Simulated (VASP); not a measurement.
# Si3IrRu (P3m1) in VASP: relaxation of cell and atoms with PBE

Aim: the relaxation of cell and atoms of Si3IrRu with PBE.

Everything below comes from runs of VASP 6.6.1. Logs are shortened: lines on timing, memory, paths and dates and some standing lists are left out, and cuts for length are marked.

## 1. The cell of the first run

The structure is trigonal, space group P3m1 (No. 156). The conventional cell has a = 3.976 Å, b = 3.976 Å, c = 5.315 Å, α = 90.00°, β = 90.00°, γ = 120.00°. Within 3.2 Å of Si (site symmetry 3m) lie 3 Ru at 2.41 Å and 3 Ir at 2.56 Å and 6 Si at 2.90 to 3.13 Å. Si (site symmetry 3m) has 2 Ru at 2.47 to 2.85 Å and 3 Ir at 2.50 Å and 6 Si at 2.70 to 3.13 Å within 3.3 Å. Si (site symmetry 3m) has 2 Ir at 2.40 to 2.91 Å and 3 Ru at 2.53 Å and 6 Si at 2.70 to 2.90 Å within 3.2 Å. Ru (site symmetry 3m) has 8 Si at 2.41 to 2.85 Å and 3 Ir at 2.95 Å within 3.2 Å. Ir (site symmetry 3m) has 8 Si at 2.40 to 2.91 Å and 3 Ru at 2.95 Å within 3.2 Å.

## 2. Relaxation of cell and atoms, PBE

The input, INCAR:

```
PREC = Accurate
ENCUT = 600
EDIFF = 1E-6
ISMEAR = 0
SIGMA = 0.1
LREAL = False
LASPH = True
NELM = 100
ALGO = Normal
ISIF = 3
LWAVE = False
LCHARG = False
GGA = PE
IBRION = 2
NSW = 100
EDIFFG = -0.01
```

The input, KPOINTS:

```
regular mesh
0
Gamma
  12 12 6
```

The input, POSCAR:

```
Si3IrRu
1.0
    3.9762671141      0.0000000000      0.0000000000
   -1.9881335571      3.4435483330      0.0000000000
    0.0000000000      0.0000000000      5.3147540478
Si Ru Ir
3 1 1
Direct
    0.0000000000      0.0000000000      0.9718246445
    0.6666666667      0.3333333333      0.3709077434
    0.3333333333      0.6666666667      0.6370657157
    0.6666666667      0.3333333333      0.8355029027
    0.3333333333      0.6666666667      0.1846989937
```

Potentials or basis: VASP PAW PBE potentials, release 64 (Si, Ru_pv, Ir).

Started as:

```sh
> cat potpaw_PBE.64/Si/POTCAR potpaw_PBE.64/Ru_pv/POTCAR potpaw_PBE.64/Ir/POTCAR > POTCAR
> mpirun -np 1 vasp_std > vasp.out
```

OUTCAR:

```text
PREC = Accurate
   ENCUT = 600
   EDIFF = 1E-6
   ISMEAR = 0
   LREAL = False
   LASPH = True
   NELM = 100
   ISIF = 3
   GGA = PE
   IBRION = 2
   NSW = 100
   EDIFFG = -0.01

 ion  position               nearest neighbor table
   1  0.000  0.000  0.972-   4 2.41   4 2.41   4 2.41   5 2.56   5 2.56   5 2.56   3 2.90   3 2.90
                             3 2.90   2 3.13   2 3.13   2 3.13
   2  0.667  0.333  0.371-   4 2.47   5 2.50   5 2.50   5 2.50   3 2.70   3 2.70   3 2.70   4 2.85
                             1 3.13   1 3.13   1 3.13
   3  0.333  0.667  0.637-   5 2.40   4 2.53   4 2.53   4 2.53   2 2.70   2 2.70   2 2.70   1 2.90
                             1 2.90   1 2.90   5 2.91
   4  0.667  0.333  0.836-   1 2.41   1 2.41   1 2.41   2 2.47   3 2.53   3 2.53   3 2.53   2 2.85
                             5 2.95   5 2.95   5 2.95
   5  0.333  0.667  0.185-   3 2.40   2 2.50   2 2.50   2 2.50   1 2.56   1 2.56   1 2.56   3 2.91
                             4 2.95   4 2.95   4 2.95

  LATTYP: Found a hexagonal cell.
 ALAT       =     3.9762671141
 C/A-ratio  =     1.3366189683

  Lattice vectors:

 A1 = (   3.9762671141,   0.0000000000,   0.0000000000)
 A2 = (  -1.9881335571,   3.4435483330,   0.0000000000)
 A3 = (   0.0000000000,   0.0000000000,   5.3147540478)

Analysis of symmetry for initial positions (statically):
=====================================================================
 Subroutine PRICEL returns:
 Original cell was already a primitive cell.

 Routine SETGRP: Setting up the symmetry group for a
 hexagonal supercell.

 Subroutine GETGRP returns: Found  6 space group operations
 (whereof  6 operations were pure point group operations)
 out of a pool of 24 trial point group operations.

The static configuration has the point symmetry C_3v.

Analysis of symmetry for dynamics (positions and initial velocities):
=====================================================================
 Subroutine PRICEL returns:
 Original cell was already a primitive cell.

 Routine SETGRP: Setting up the symmetry group for a
 hexagonal supercell.

 Subroutine GETGRP returns: Found  6 space group operations
 (whereof  6 operations were pure point group operations)
 out of a pool of 24 trial point group operations.

The dynamic configuration has the point symmetry C_3v.

 Subroutine INISYM returns: Found  6 space group operations
 (whereof  6 operations are pure point group operations),
 and found     1 'primitive' translations

----------------------------------------------------------------------------------------

                                     Primitive cell

  volume of cell :      72.7721

  direct lattice vectors                    reciprocal lattice vectors
     3.976267114  0.000000000  0.000000000     0.251492159  0.145199066  0.000000000
    -1.988133557  3.443548333  0.000000000     0.000000000  0.290398131  0.000000000
     0.000000000  0.000000000  5.314754048     0.000000000  0.000000000  0.188155461

  length of vectors
     3.976267114  3.976267114  5.314754048     0.290398131  0.290398131  0.188155461

  position of ions in fractional coordinates (direct lattice)
     0.000000000  0.000000000  0.971824645
     0.666666667  0.333333333  0.370907743
     0.333333333  0.666666667  0.637065716
     0.666666667  0.333333333  0.835502903
     0.333333333  0.666666667  0.184698994

  ion indices of the primitive-cell ions
   primitive index   ion index
                 1           1
                 2           2
                 3           3
                 4           4
                 5           5

----------------------------------------------------------------------------------------

 KPOINTS: regular mesh

Automatic generation of k-mesh.
 Grid dimensions read from file:
 generate k-points for:   12   12    6

 Generating k-lattice:

  Cartesian coordinates                     Fractional coordinates (reciprocal lattice)
     0.020957680  0.012099922  0.000000000     0.083333333 -0.000000000  0.000000000
     0.000000000  0.024199844  0.000000000     0.000000000  0.083333333  0.000000000
     0.000000000  0.000000000  0.031359244     0.000000000  0.000000000  0.166666667

  Length of vectors
     0.024199844  0.024199844  0.031359244

  Shift w.r.t. Gamma in fractional coordinates (k-lattice)
     0.000000000  0.000000000  0.000000000

 Subroutine IBZKPT returns following result:
 ===========================================

 Found    100 irreducible k-points:

 Following reciprocal coordinates:
            Coordinates               Weight
  0.000000  0.000000  0.000000      1.000000
  0.083333 -0.000000  0.000000      6.000000
  0.166667  0.000000  0.000000      6.000000
  0.250000  0.000000  0.000000      6.000000
  0.333333 -0.000000  0.000000      6.000000
  0.416667 -0.000000  0.000000      6.000000
[... 16 lines left out ...]
  0.166667  0.000000  0.166667      6.000000
  0.000000  0.166667  0.166667      6.000000
 [... further k-points ...]
   k-points           NKPTS =    100   k-points in BZ     NKDIM =    100   number of bands    NBANDS=     21
   number of dos      NEDOS =    301   number of ions     NIONS =      5
   total plane-waves  NPLWV =  43008
   dimension x,y,z NGX =    32 NGY =   32 NGZ =   42
   dimension x,y,z NGXF=    64 NGYF=   64 NGZF=   84
   ions per type =               3   1   1
   NGX,Y,Z   is equivalent  to a cutoff of  13.38, 13.38, 13.14 a.u.
   NGXF,Y,Z  is equivalent  to a cutoff of  26.76, 26.76, 26.28 a.u.
 SYSTEM =  unknown system
   PREC   = accura    normal or accurate (medium, high low for compatibility)
   ISTART =      0    job   : 0-new  1-cont  2-samecut
   ICHARG =      2    charge: 1-file 2-atom 10-const
   ISPIN  =      1    spin polarized calculation?
   LNONCOLLINEAR =      F non collinear calculations
   LSORBIT =      F    spin-orbit coupling
   LASPH  =      T    aspherical Exc in radial PAW
   ENCUT  =  600.0 eV  44.10 Ry    6.64 a.u.   7.94  7.94 10.61*2*pi/ulx,y,z
   NELM   =    100;   NELMIN=  2; NELMDL= -5     # of ELM steps
   EDIFF  = 0.1E-05   stopping-criterion for ELM
   LREAL  =      F    real-space projection
   EDIFFG = -.1E-01   stopping-criterion for IOM
   NSW    =    100    number of steps for IOM
   IBRION =      2    ionic relax: 0-MD 1-quasi-New 2-CG
   NFREE  =      1    steps in history (QN), initial steepest desc. (CG)
   ISIF   =      3    stress and relaxation
   ISYM   =      2    0-nonsym 1-usesym 2-fastsym
   POTIM  = 0.5000    time-step for ionic-motion
   TEBEG  =    0.0;   TEEND  =   0.0 temperature during run
   PSTRESS=    0.0 pullay stress
   NELECT =      35.0000    total number of electrons
   NUPDOWN=      -1.0000    fix difference up-down
   EMIN   =  10.00;   EMAX   =-10.00  energy-range for DOS
   EFERMI =   0.00;   METHOD = LEGACY
   ISMEAR =     0;   SIGMA  =   0.10  broadening in eV -4-tet -1-fermi 0-gaus
   EFERMI_NEDOS =   21; number of points for ismear=-14 and -15
   IALGO  =     38    algorithm
   IMIX   =      4    mixing-type and parameters
     AMIX     =   0.40;   BMIX     =  1.00
     AMIX_MAG =   1.60;   BMIX_MAG =  1.00
  volume/ion in A,a.u.               =      14.55        98.22
  Fermi-wavevector in a.u.,A,eV,Ry     =   1.282653  2.423863 22.384291  1.645199
  Thomas-Fermi vector in A             =   2.414952
   LORBIT       =      0    0 simple, 1 ext, 2 COOP (PROOUT), +10 PAW based schemes
   GGA     = PE    functional components
   LHFCALC =     F    Hartree Fock is set to
   AEXX    =    0.0000 exact exchange contribution
   IVDW    =     0    specifies the selected vdW correction
   LEPSILON=     F    determine dielectric tensor
   LRPA    =     F    only Hartree local field effects (RPA)
 conjugate gradient relaxation of ions
 non-spin polarized calculation
 Gauss-broadening in eV      SIGMA  =   0.10
  energy-cutoff  :      600.00
  volume of cell :       72.77
 maximum number of plane-waves:      2452
   NGX = 15   NGY = 15   NGZ = 21

--------------------------------------- Ionic step        1  -------------------------------------------

 number of electron      35.0000001 magnetization

 Free energy of the ion-electron system (eV)
  ---------------------------------------------------
  ext. energy  EPLUGINS =         0.00000000
  ---------------------------------------------------
  free energy    TOTEN  =       -36.64142579 eV

  energy without entropy =      -36.63457051  energy(sigma->0) =      -36.63799815

------------------------ aborting loop because EDIFF is reached ----------------------------------------

  FORCE on cell =-STRESS in cart. coord.  units (eV):
  Direction    XX          YY          ZZ          XY          YZ          ZX
  --------------------------------------------------------------------------------------
  -------------------------------------------------------------------------------------
  Total       -0.0730550     -0.0730550     -0.2990117      0.0000000      0.0000000      0.0000000
  in kB       -1.6084061     -1.6084061     -6.5831512      0.0000000      0.0000000      0.0000000
  external PRESSURE =      -3.2666544 kB  Pullay stress =       0.0000000 kB
[... 297 lines left out ...]
  energy  without entropy=      -36.6351270563  energy(sigma->0) =      -36.63855127

--------------------------------------- Ionic step        9  -------------------------------------------

 number of electron      35.0000000 magnetization

 Free energy of the ion-electron system (eV)
  ---------------------------------------------------
  ext. energy  EPLUGINS =         0.00000000
  ---------------------------------------------------
  free energy    TOTEN  =       -36.64199642 eV

  energy without entropy =      -36.63515975  energy(sigma->0) =      -36.63857808

 E-fermi :  10.1746     XC(G=0): -12.0151

 val. band max:       10.1049193287   @ k =   0.0000   0.2500   0.3333
 cond. band min:      10.1753517558   @ k =   0.2500   0.1667   0.3333
 fundamental gap:      0.0704324271
 Fermi energy:        10.1746229702

 k-point     1 :       0.0000    0.0000    0.0000
  band No.  band energies     occupation
      1     -32.4456      2.00000
      2     -32.4456      2.00000
      3     -32.4257      2.00000
      4      -2.6124      2.00000
      5       1.6825      2.00000
      6       2.0156      2.00000
[... 550 lines left out ...]
      5       1.0186      2.00000
      6       2.6053      2.00000
[... 13 lines left out ...]
     20      13.0496      0.00000
     21      13.1386      0.00000

 [... further k-points ...]

------------------------ aborting loop because EDIFF is reached ----------------------------------------

  FORCE on cell =-STRESS in cart. coord.  units (eV):
  Direction    XX          YY          ZZ          XY          YZ          ZX
  --------------------------------------------------------------------------------------
  -------------------------------------------------------------------------------------
  Total        0.0107994      0.0107994     -0.0162275     -0.0000000     -0.0000000      0.0000000
  in kB        0.2382111      0.2382111     -0.3579422     -0.0000000     -0.0000000      0.0000000
  external PRESSURE =       0.0394933 kB  Pullay stress =       0.0000000 kB
[... 20 lines left out ...]
  FREE ENERGIE OF THE ION-ELECTRON SYSTEM (eV)
  ---------------------------------------------------
  free  energy   TOTEN  =       -36.6419964192 eV

  energy  without entropy=      -36.6351597467  energy(sigma->0) =      -36.63857808

 reached required accuracy - stopping structural energy minimisation
```

Run time: 4.3 min. Hardware: 1 thread of Intel Xeon 6975P-C (Granite Rapids), shared host; peak memory 0.35 GiB.

What came out:

- Free energy: -36.6420 eV
- Relaxed volume: 14.53 Å³/atom
- Relaxed cell: a = 3.978 Å, b = 3.978 Å, c = 5.299 Å, α = 90.00°, β = 90.00°, γ = 120.00°
- Space group after relaxing (to 0.1 Å): P3m1 (No. 156)
- Energy gained by relaxing: 0.1 meV/atom
- Ionic steps: 9
- Pressure after relaxing: 0.0 GPa
- Largest force after relaxing: 0.008 eV/Å
- Band gap on the k mesh: zero (an odd number of electrons rules out a gap without spin polarisation)

Forces in eV/Å, atoms in the order of the input:
```
Si   0.000  0.000 -0.004
Si   0.000  0.000 -0.008
Si   0.000  0.000  0.007
Ru   0.000  0.000  0.000
Ir   0.000  0.000  0.005
```

The path:
```tsv
step	energy change (eV)	largest force (eV/Å)	pressure (GPa)	volume (Å³)
1	0.0000	0.0339	-0.33	72.77
2	-0.0002	0.0352	0.51	72.46
3	-0.0003	0.0345	0.17	72.58
4	-0.0005	0.0192	0.04	72.62
5	-0.0006	0.0200	-0.01	72.63
6	-0.0006	0.0199	-0.01	72.63
7	-0.0006	0.0192	-0.01	72.63
8	-0.0005	0.0194	0.01	72.62
9	-0.0006	0.0077	0.00	72.64
```

Final structure:
```xyz
5
Lattice="3.9783 0.0000 0.0000 -1.9892 3.4453 0.0000 0.0000 0.0000 5.2993" Properties=species:S:1:pos:R:3 pbc="T T T"
Si    0.0000    0.0000    5.1480
Si    1.9892    1.1484    1.9671
Si    0.0000    2.2969    3.3779
Ru    1.9892    1.1484    4.4297
Ir    0.0000    2.2969    0.9753
```

Levels at points of the mesh, in eV from the Fermi level:
| k point | band 15 | band 16 | band 17 | band 18 | band 19 | band 20 | band 21 |
| --- | --- | --- | --- | --- | --- | --- | --- |
| (0.00, 0.00, 0.00) | -1.43 | -1.12 | 0.58 | 1.52 | 1.52 | 1.56 | 3.48 |
| (0.50, 0.00, 0.00) | -2.69 | -2.47 | -1.94 | -1.10 | 1.72 | 1.89 | 3.16 |
| (0.00, 0.00, 0.50) | -1.97 | -1.97 | 1.40 | 1.40 | 1.60 | 2.98 | 3.75 |
| (0.50, 0.00, 0.50) | -2.35 | -1.78 | -0.78 | -0.71 | 1.87 | 2.04 | 3.16 |

Caveat: spin-orbit coupling is left out, which moves the levels of the heavy elements; an odd number of electrons without spin polarisation forces a metal; a magnetic or distorted state may lie lower.

The gap in the log of VASP goes by the Fermi energy; the results here count the filled bands.